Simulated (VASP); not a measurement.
Wanted: the native input for a VASP 6.6.1 run.

* Task: single point
* Functional: r2SCAN
* Potentials or basis: VASP PAW PBE potentials, release 64 (Al, Ga_d, N)
* Cutoff: 520 eV
* k mesh: 5 × 5 × 3
* Occupations: gaussian, width 0.05 eV
* Spin: no spin polarisation
* Dipole correction: no
* Further INCAR settings: LREAL = Auto; ALGO = Normal; EDIFF = 1e-06; NBANDS = 56

The system is Al3GaN4.

```xyz
16
Lattice="0.0000 -4.4012 0.0000 0.0000 0.0000 -4.4012 8.8025 -1.8340 1.8340" Properties=species:S:1:pos:R:3 pbc="T T T"
Al    8.2646   -2.2006   -4.4012
Al    3.8634   -2.2006   -4.4012
Al    8.2646   -4.4012   -2.2006
Al    3.8634   -4.4012   -2.2006
Al    1.6628   -2.2006   -2.2006
Al    6.0640   -2.2006   -2.2006
Ga    1.6628   -4.4012   -4.4012
Ga    6.0640   -4.4012   -4.4012
N     0.5381   -1.1247   -3.2765
N     4.9393   -1.1247   -3.2765
N     0.5381   -3.2765   -1.1247
N     4.9393   -3.2765   -1.1247
N     7.1887   -1.1247   -1.1247
N     2.7875   -1.1247   -1.1247
N     7.1887   -3.2765   -3.2765
N     2.7875   -3.2765   -3.2765
```

The input as run:

POSCAR

```
Al3GaN4
1.0
    0.0000000000     -4.4012372922      0.0000000000
    0.0000000000      0.0000000000     -4.4012372922
    8.8024745843     -1.8339955797      1.8339955797
Al Ga N
6 2 8
Direct
    0.1087603700      1.3912396300      0.9389000000
    0.3171103700      1.1828896300      0.4389000000
    0.6087603700      0.8912396300      0.9389000000
    0.8171103700      0.6828896300      0.4389000000
    0.4212853700      0.5787146300      0.1889000000
    0.2129353700      0.7870646300      0.6889000000
    0.9212853700      1.0787146300      0.1889000000
    0.7129353700      1.2870646300      0.6889000000
    0.2300693521      0.7699306479      0.0611290801
    0.0217193521      0.9782806479      0.5611290801
    0.7189856725      0.2810143275      0.0611290801
    0.5106356725      0.4893643275      0.5611290801
   -0.0847649325      0.5958486121      0.8166709199
    0.1235850675      0.3874986121      0.3166709199
    0.4041513879      1.0847649325      0.8166709199
    0.6125013879      0.8764149325      0.3166709199
```

INCAR.step1

```
SYSTEM = Al3GaN4
ALGO = Normal
EDIFF = 1E-4
ENCUT = 520
GGA = PE
ISMEAR = 0
LASPH = .True.
LCHARG = .False.
LREAL = Auto
LWAVE = .True.
NBANDS = 56
NELM = 60
PREC = Accurate
SIGMA = 0.05
```

INCAR.step2

```
SYSTEM = Al3GaN4
ALGO = Normal
EDIFF = 1E-6
ENCUT = 520
ISIF = 2
ISMEAR = 0
ISTART = 1
LASPH = .True.
LCHARG = .True.
LELF = .True.
LMIXTAU = .True.
LREAL = Auto
LVHAR = .True.
LWAVE = .False.
METAGGA = R2SCAN
NBANDS = 56
NELM = 60
PREC = Accurate
SIGMA = 0.05
```

KPOINTS

```
k-points
0
Gamma
  5 5 3
  0 0 0
```

Potentials or basis: VASP PAW PBE potentials, release 64 (Al, Ga_d, N).

Run with:

```console
$ cat potpaw_PBE.64/Al/POTCAR potpaw_PBE.64/Ga_d/POTCAR potpaw_PBE.64/N/POTCAR > POTCAR
$ cp INCAR.step1 INCAR
$ mpirun -np 1 vasp_std > vasp.out
$ cp INCAR.step2 INCAR
$ mpirun -np 1 vasp_std > vasp.out
```

Results of the run:

The pressure is -0.8 GPa, the largest force is 2.608 eV/Å and the band gap on the k mesh is 3.32 eV.

Caveat: the PAW data sets were made with another functional, which shifts forces and pressure a little; an odd mesh through Γ misses points on the zone boundary, where band edges can lie.

Wall time 30 min on 1 thread of Intel Xeon 8259CL, with other jobs on the host, peak memory 0.4 GiB.
